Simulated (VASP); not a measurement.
Input of a VASP 6.6.1 run:

INCAR

```
SYSTEM = Zn5O2
PREC = Accurate ; ENCUT = 520
EDIFF = 1E-6 ; ISMEAR = 0
SIGMA = 0.1 ; LREAL = .False.
LASPH = .True. ; NELM = 80
ALGO = Normal ; ISIF = 2
LWAVE = .False. ; LCHARG = .False.
GGA = PE ; NBANDS = 45
```

File KPOINTS:

```
regular mesh
0
Gamma
  12 12 4
  0 0 0
```

POSCAR

```
Zn5O2
1.0
    3.1394509548      0.0000000000      0.0000000000
   -1.5697254774      2.7188442808      0.0000000000
    0.0000000000      0.0000000000     11.5916231111
Zn O
5 2
Direct
    0.3333333333      0.6666666667      0.4844861005
    0.0000000000      0.0000000000      0.2410777271
    0.6666666667      0.3333333333      0.0033993354
    0.6666666667      0.3333333333      0.6691478489
    0.3333333333      0.6666666667      0.8410879516
    0.0000000000      0.0000000000      0.4092080479
    0.6666666667      0.3333333333      0.1715929886
```

Potentials or basis: VASP PAW PBE potentials, release 64 (Zn, O).

Run with:

```sh
$ cat potpaw_PBE.64/Zn/POTCAR potpaw_PBE.64/O/POTCAR > POTCAR
$ mpirun -np 1 vasp_std > vasp.out
```

(1) Estimate the band gap on the k mesh.

(2) What does it give for the pressure?

Answers

(1) zero (bands 36 and 37 overlap by 0.78 eV).

(2) 0.6 GPa.

Caveat: semilocal functionals underestimate gaps, so a narrow gap can read as zero.
